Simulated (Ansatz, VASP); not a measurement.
# One calculation of Ta, two programs

```
Ta
1.0
     0.00000    2.80910    2.80910
     2.80910    0.00000    2.80910
     2.80910    2.80910    0.00000
Ta
2
Direct
  0.87500 0.87500 0.87500
  0.12500 0.12500 0.12500
```

Change from the starting cell: volume scaled by 0.78, LAPW.

Alike in both runs: task single point; functional PBE; k mesh 12 × 12 × 12; occupations fermi-dirac, width 0.08 eV; no spin polarisation.

|  | VASP | Ansatz |
| --- | --- | --- |
| version | VASP 6.6.1 | Ansatz 0.2.0 |
| potentials or method | VASP PAW PBE potentials, release 64 (Ta_pv), cutoff 520 eV | all-electron LAPW, scalar-relativistic |

```csv
,VASP,Ansatz,Ansatz less VASP
pressure (GPa),26.9,26.0,-0.94
```

Ansatz ran all-electron here, and VASP with PAW potentials.

Neither program's run includes spin-orbit coupling.
